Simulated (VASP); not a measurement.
# Li2Bi (P-3m1) in VASP: further runs

Li2Bi is run at these levels: PBE; tasks: single point.

All numbers are computed with VASP 6.6.1; they aren't measurements. Logs are shortened: lines on timing, memory, paths and dates and some standing lists are left out, and cuts for length are marked.

### Step 1. The cell of the first run

It takes space group P-3m1 (No. 164, trigonal). The conventional cell has a = 3.546 Å, b = 3.546 Å, c = 6.907 Å, α = 90.00°, β = 90.00°, γ = 120.00°. Within 3.9 Å of Li (site symmetry 3m) lie 3 Bi at 2.93 Å and 9 Li at 3.39 to 3.55 Å. Within 3.9 Å of Bi (site symmetry -3m) lie 6 Li at 2.93 Å and 6 Bi at 3.55 Å.

The cell was generated, and may not be a known phase.

### Step 2. Single point, PBE

Contents of INCAR:

```
SYSTEM = Li2Bi
PREC = Accurate
ENCUT = 520
EDIFF = 1E-6
ISMEAR = 0
SIGMA = 0.1
LREAL = .False.
LASPH = .True.
NELM = 80
ALGO = Normal
ISIF = 2
LWAVE = .False.
LCHARG = .True.
GGA = PE
LELF = .True.
LVHAR = .True.
NBANDS = 18
```

Contents of KPOINTS:

```
Automatic mesh
0
Gamma
  6 6 4
  0 0 0
```

Contents of POSCAR:

```
Li2Bi
1.0
    3.5458412463      0.0000000000      0.0000000000
   -1.7729206231      3.0707885971      0.0000000000
    0.0000000000      0.0000000000      6.9070602258
Li Bi
2 1
Direct
    0.3333333333      0.6666666667      0.3042389686
    0.6666666667      0.3333333333      0.6957610314
    0.0000000000      0.0000000000      0.0000000000
```

Potentials or basis: VASP PAW PBE potentials, release 64 (Li_sv, Bi_d).

Command:

```
$ cat potpaw_PBE.64/Li_sv/POTCAR potpaw_PBE.64/Bi_d/POTCAR > POTCAR
$ mpirun -np 1 vasp_std > vasp.out
```

OUTCAR:

```text
SYSTEM = Li2Bi
   PREC = Accurate
   ENCUT = 520
   EDIFF = 1E-6
   ISMEAR = 0
   LREAL = .False.
   LASPH = .True.
   NELM = 80
   ISIF = 2
   GGA = PE

 ion  position               nearest neighbor table
   1  0.333  0.667  0.304-   3 2.93   3 2.93   3 2.93
   2  0.667  0.333  0.696-   3 2.93   3 2.93   3 2.93
   3  0.000  0.000  0.000-   1 2.93   2 2.93   1 2.93   2 2.93   2 2.93   1 2.93

  LATTYP: Found a hexagonal cell.
 ALAT       =     3.5458412463
 C/A-ratio  =     1.9479327319

  Lattice vectors:

 A1 = (   3.5458412463,   0.0000000000,   0.0000000000)
 A2 = (  -1.7729206231,   3.0707885971,   0.0000000000)
 A3 = (   0.0000000000,   0.0000000000,   6.9070602258)

Analysis of symmetry for initial positions (statically):
=====================================================================
 Subroutine PRICEL returns:
 Original cell was already a primitive cell.

 Routine SETGRP: Setting up the symmetry group for a
 hexagonal supercell.

 Subroutine GETGRP returns: Found 12 space group operations
 (whereof 12 operations were pure point group operations)
 out of a pool of 24 trial point group operations.

The static configuration has the point symmetry D_3d.

Analysis of symmetry for dynamics (positions and initial velocities):
=====================================================================
 Subroutine PRICEL returns:
 Original cell was already a primitive cell.

 Routine SETGRP: Setting up the symmetry group for a
 hexagonal supercell.

 Subroutine GETGRP returns: Found 12 space group operations
 (whereof 12 operations were pure point group operations)
 out of a pool of 24 trial point group operations.

The dynamic configuration has the point symmetry D_3d.

 Subroutine INISYM returns: Found 12 space group operations
 (whereof 12 operations are pure point group operations),
 and found     1 'primitive' translations

----------------------------------------------------------------------------------------

                                     Primitive cell

  volume of cell :      75.2077

  direct lattice vectors                    reciprocal lattice vectors
     3.545841246  0.000000000  0.000000000     0.282020522  0.162824624  0.000000000
    -1.772920623  3.070788597  0.000000000     0.000000000  0.325649249  0.000000000
     0.000000000  0.000000000  6.907060226     0.000000000  0.000000000  0.144779395

  length of vectors
     3.545841246  3.545841246  6.907060226     0.325649249  0.325649249  0.144779395

  position of ions in fractional coordinates (direct lattice)
     0.333333333  0.666666667  0.304238969
     0.666666667  0.333333333  0.695761031
     0.000000000  0.000000000  0.000000000

  ion indices of the primitive-cell ions
   primitive index   ion index
                 1           1
                 2           2
                 3           3

----------------------------------------------------------------------------------------

 KPOINTS: Automatic mesh

Automatic generation of k-mesh.
 Grid dimensions read from file:
 generate k-points for:    6    6    4

 Generating k-lattice:

  Cartesian coordinates                     Fractional coordinates (reciprocal lattice)
     0.047003420  0.027137437  0.000000000     0.166666667  0.000000000  0.000000000
     0.000000000  0.054274875  0.000000000     0.000000000  0.166666667  0.000000000
     0.000000000  0.000000000  0.036194849     0.000000000  0.000000000  0.250000000

  Length of vectors
     0.054274875  0.054274875  0.036194849

  Shift w.r.t. Gamma in fractional coordinates (k-lattice)
     0.000000000  0.000000000  0.000000000

 Subroutine IBZKPT returns following result:
 ===========================================

 Found     24 irreducible k-points:

 Following reciprocal coordinates:
            Coordinates               Weight
  0.000000  0.000000  0.000000      1.000000
  0.166667  0.000000  0.000000      6.000000
  0.333333  0.000000  0.000000      6.000000
  0.500000 -0.000000  0.000000      3.000000
  0.166667  0.166667  0.000000      6.000000
  0.333333  0.166667  0.000000     12.000000
[... 16 lines left out ...]
  0.333333  0.166667  0.500000     12.000000
  0.333333  0.333333  0.500000      2.000000
   k-points           NKPTS =     24   k-points in BZ     NKDIM =     24   number of bands    NBANDS=     18
   number of dos      NEDOS =    301   number of ions     NIONS =      3
   total plane-waves  NPLWV =  42336
   dimension x,y,z NGX =    28 NGY =   28 NGZ =   54
   dimension x,y,z NGXF=    56 NGYF=   56 NGZF=  108
   ions per type =               2   1
   NGX,Y,Z   is equivalent  to a cutoff of  13.13, 13.13, 13.00 a.u.
   NGXF,Y,Z  is equivalent  to a cutoff of  26.26, 26.26, 25.99 a.u.
 SYSTEM =  Li2Bi
   PREC   = accura    normal or accurate (medium, high low for compatibility)
   ISTART =      0    job   : 0-new  1-cont  2-samecut
   ICHARG =      2    charge: 1-file 2-atom 10-const
   ISPIN  =      1    spin polarized calculation?
   LNONCOLLINEAR =      F non collinear calculations
   LSORBIT =      F    spin-orbit coupling
   LASPH  =      T    aspherical Exc in radial PAW
   ENCUT  =  520.0 eV  38.22 Ry    6.18 a.u.   6.59  6.59 12.84*2*pi/ulx,y,z
   NELM   =     80;   NELMIN=  2; NELMDL= -5     # of ELM steps
   EDIFF  = 0.1E-05   stopping-criterion for ELM
   LREAL  =      F    real-space projection
   EDIFFG = 0.1E-04   stopping-criterion for IOM
   NSW    =      0    number of steps for IOM
   IBRION =     -1    ionic relax: 0-MD 1-quasi-New 2-CG
   NFREE  =      0    steps in history (QN), initial steepest desc. (CG)
   ISIF   =      2    stress and relaxation
   ISYM   =      2    0-nonsym 1-usesym 2-fastsym
   POTIM  = 0.5000    time-step for ionic-motion
   TEBEG  =    0.0;   TEEND  =   0.0 temperature during run
   PSTRESS=    0.0 pullay stress
   NELECT =      21.0000    total number of electrons
   NUPDOWN=      -1.0000    fix difference up-down
   EMIN   =  10.00;   EMAX   =-10.00  energy-range for DOS
   EFERMI =   0.00;   METHOD = LEGACY
   ISMEAR =     0;   SIGMA  =   0.10  broadening in eV -4-tet -1-fermi 0-gaus
   EFERMI_NEDOS =   21; number of points for ismear=-14 and -15
   IALGO  =     38    algorithm
   IMIX   =      4    mixing-type and parameters
     AMIX     =   0.40;   BMIX     =  1.00
     AMIX_MAG =   1.60;   BMIX_MAG =  1.00
  volume/ion in A,a.u.               =      25.07       169.18
  Fermi-wavevector in a.u.,A,eV,Ry     =   1.070025  2.022053 15.578028  1.144953
  Thomas-Fermi vector in A             =   2.205722
   LORBIT       =      0    0 simple, 1 ext, 2 COOP (PROOUT), +10 PAW based schemes
   GGA     = PE    functional components
   LHFCALC =     F    Hartree Fock is set to
   AEXX    =    0.0000 exact exchange contribution
   IVDW    =     0    specifies the selected vdW correction
   LEPSILON=     F    determine dielectric tensor
   LRPA    =     F    only Hartree local field effects (RPA)
 non-spin polarized calculation
 Gauss-broadening in eV      SIGMA  =   0.10
  energy-cutoff  :      520.00
  volume of cell :       75.21
 maximum number of plane-waves:      2054
 NGX is ok and might be reduce to    28
   NGX = 13   NGY = 13   NGZ = 25

 number of electron      21.0000004 magnetization

 Free energy of the ion-electron system (eV)
  ---------------------------------------------------
  ext. energy  EPLUGINS =         0.00000000
  ---------------------------------------------------
  free energy    TOTEN  =        -8.31918021 eV

  energy without entropy =       -8.31242253  energy(sigma->0) =       -8.31580137

 E-fermi :   3.2784     XC(G=0):  -8.1446

 val. band max:        3.2486516877   @ k =   0.1667   0.1667   0.2500
 cond. band min:       3.3062050072   @ k =   0.1667   0.0000   0.5000
 fundamental gap:      0.0575533195
 Fermi energy:         3.2783823153

 k-point     1 :       0.0000    0.0000    0.0000
  band No.  band energies     occupation
      1     -43.5387      2.00000
      2     -43.5360      2.00000
      3     -19.0107      2.00000
      4     -19.0107      2.00000
      5     -18.9380      2.00000
      6     -18.8903      2.00000
[... 10 lines left out ...]
     17      11.9438      0.00000
     18      13.1073      0.00000

 k-point     2 :       0.1667    0.0000    0.0000
  band No.  band energies     occupation
      1     -43.5380      2.00000
      2     -43.5357      2.00000
      3     -19.0163      2.00000
      4     -18.9795      2.00000
      5     -18.9176      2.00000
      6     -18.9054      2.00000
[... 10 lines left out ...]
     17      11.6483      0.00000
     18      11.9874      0.00000

 k-point     3 :       0.3333    0.0000    0.0000
  band No.  band energies     occupation
      1     -43.5366      2.00000
      2     -43.5352      2.00000
      3     -19.0332      2.00000
      4     -18.9359      2.00000
      5     -18.9197      2.00000
      6     -18.8974      2.00000
[... 10 lines left out ...]
     17      11.2967      0.00000
     18      11.3855      0.00000

 k-point     4 :       0.5000   -0.0000    0.0000
  band No.  band energies     occupation
      1     -43.5358      2.00000
      2     -43.5349      2.00000
      3     -19.0427      2.00000
      4     -18.9508      2.00000
      5     -18.9093      2.00000
      6     -18.8793      2.00000
[... 375 lines left out ...]
      4     -18.9540      2.00000
      5     -18.9252      2.00000
      6     -18.9024      2.00000
[... 10 lines left out ...]
     17      12.0913      0.00000
     18      12.3403      0.00000

 k-point    23 :       0.3333    0.1667    0.5000
  band No.  band energies     occupation
      1     -43.5358      2.00000
      2     -43.5350      2.00000
      3     -19.0096      2.00000
      4     -18.9427      2.00000
      5     -18.9222      2.00000
      6     -18.9039      2.00000
[... 10 lines left out ...]
     17      10.7206      0.00000
     18      11.6525      0.00000

 k-point    24 :       0.3333    0.3333    0.5000
  band No.  band energies     occupation
      1     -43.5352      2.00000
      2     -43.5352      2.00000
      3     -18.9525      2.00000
      4     -18.9525      2.00000
      5     -18.9284      2.00000
      6     -18.9284      2.00000
[... 10 lines left out ...]
     17       9.1202      0.00000
     18      11.0505      0.00000

------------------------ aborting loop because EDIFF is reached ----------------------------------------

  FORCE on cell =-STRESS in cart. coord.  units (eV):
  Direction    XX          YY          ZZ          XY          YZ          ZX
  --------------------------------------------------------------------------------------
  -------------------------------------------------------------------------------------
  Total       -0.0368200     -0.0368200     -0.0743559     -0.0000000      0.0000000      0.0000000
  in kB       -0.7843899     -0.7843899     -1.5840307     -0.0000000      0.0000000      0.0000000
  external PRESSURE =      -1.0509368 kB  Pullay stress =       0.0000000 kB

 VOLUME and BASIS-vectors are now :
 -----------------------------------------------------------------------------
  energy-cutoff  :      520.00
  volume of cell :       75.21
      direct lattice vectors                 reciprocal lattice vectors
     3.545841246  0.000000000  0.000000000     0.282020522  0.162824624  0.000000000
    -1.772920623  3.070788597  0.000000000     0.000000000  0.325649249  0.000000000
     0.000000000  0.000000000  6.907060226     0.000000000  0.000000000  0.144779395

 POSITION                                       TOTAL-FORCE (eV/Angst)
 -----------------------------------------------------------------------------------
     -0.00000      2.04719      2.10140         0.000000      0.000000     -0.003790
      1.77292      1.02360      4.80566         0.000000      0.000000      0.003790
      0.00000      0.00000      0.00000        -0.000000      0.000000      0.000000
 -----------------------------------------------------------------------------------
    total drift:                               -0.000000     -0.000000      0.000000

  FREE ENERGIE OF THE ION-ELECTRON SYSTEM (eV)
  ---------------------------------------------------
  free  energy   TOTEN  =        -8.3191802124 eV

  energy  without entropy=       -8.3124225348  energy(sigma->0) =       -8.31580137
```

It took 25 s on 1 thread of Intel Xeon Platinum 8259CL at 2.50GHz (Skylake/Cascade Lake), shared host; peak memory 0.2 GiB.

What came out:

```yaml
Free_energy: -8.3192 eV
Largest_force: 0.004 eV/Å
Band_gap_on_the_k_mesh: zero (an odd number of electrons rules out a gap without spin polarisation)
```

Forces on the atoms (eV/Å):
```
Li   0.000  0.000 -0.004
Li   0.000  0.000  0.004
Bi   0.000  0.000  0.000
```

Caveat: the cutoff is under 1.25 times the usual one of these potentials, so pressure, stress and relaxed cells hold a basis-set (Pulay) error; spin-orbit coupling is left out, which moves the levels of the heavy elements.

### Step 3. Single point, PBE

This run uses another cell than the first one, of 25.73 Å³/atom.

Contents of INCAR:

```
  PREC = Accurate
  ENCUT = 520
  EDIFF = 1E-6
  ISMEAR = 0
  SIGMA = 0.1
  LREAL = False
  LASPH = True
  NELM = 100
  ALGO = Normal
  ISIF = 2
  LWAVE = False
  LCHARG = False
  GGA = PE
  NBANDS = 18
```

Contents of KPOINTS:

```
regular mesh
0
Gamma
  6 6 4
```

Contents of POSCAR:

```
Li2Bi
1.0
    3.4608294800      0.0000000000      0.0000000000
   -1.7304147400      2.9971662500      0.0000000000
    0.0000000000      0.0000000000      7.4406609500
Li Bi
2 1
Direct
    0.3333333300      0.6666666700      0.3423969500
    0.6666666700      0.3333333300      0.6576030500
    0.0000000000      0.0000000000      0.0000000000
```

Potentials or basis: VASP PAW PBE potentials, release 64 (Li_sv, Bi_d).

Command:

```
$ cat potpaw_PBE.64/Li_sv/POTCAR potpaw_PBE.64/Bi_d/POTCAR > POTCAR
$ mpirun -np 1 vasp_std > vasp.out
```

Wall time 26 s (1 thread of Intel Xeon Platinum 8259CL at 2.50GHz (Skylake/Cascade Lake), shared host); peak memory 0.21 GiB.

The run converged. Its results:

| Property | Result |
| --- | --- |
| Free energy | -8.1437 eV |
| Largest force | 0.489 eV/Å |
| Band gap on the k mesh | zero (an odd number of electrons rules out a gap without spin polarisation) |

Forces on the atoms (eV/Å):
```
Li   0.000  0.000 -0.489
Li   0.000  0.000  0.489
Bi   0.000  0.000  0.000
```

Levels at points of the mesh, in eV from the Fermi level:
```csv
k point,band 6,band 7,band 8,band 9,band 10,band 11,band 12,band 13,band 14,band 15
"(0.00, 0.00, 0.00)",-22.40,-22.40,-12.12,-3.57,-2.28,3.91,4.81,5.07,5.07,9.26
"(0.50, 0.00, 0.00)",-22.42,-22.36,-9.66,-4.14,-0.87,0.50,1.64,2.18,2.83,6.10
"(0.00, 0.00, 0.50)",-22.40,-22.40,-12.12,-3.96,-1.09,1.22,5.08,5.08,8.84,8.96
"(0.50, 0.00, 0.50)",-22.42,-22.36,-9.66,-4.14,-1.26,0.86,2.21,2.26,3.76,4.49
```

Caveat: the cutoff is under 1.25 times the usual one of these potentials, so pressure, stress and relaxed cells hold a basis-set (Pulay) error; spin-orbit coupling is left out, which moves the levels of the heavy elements.

The gap in the log of VASP goes by the Fermi energy; the results here count the filled bands.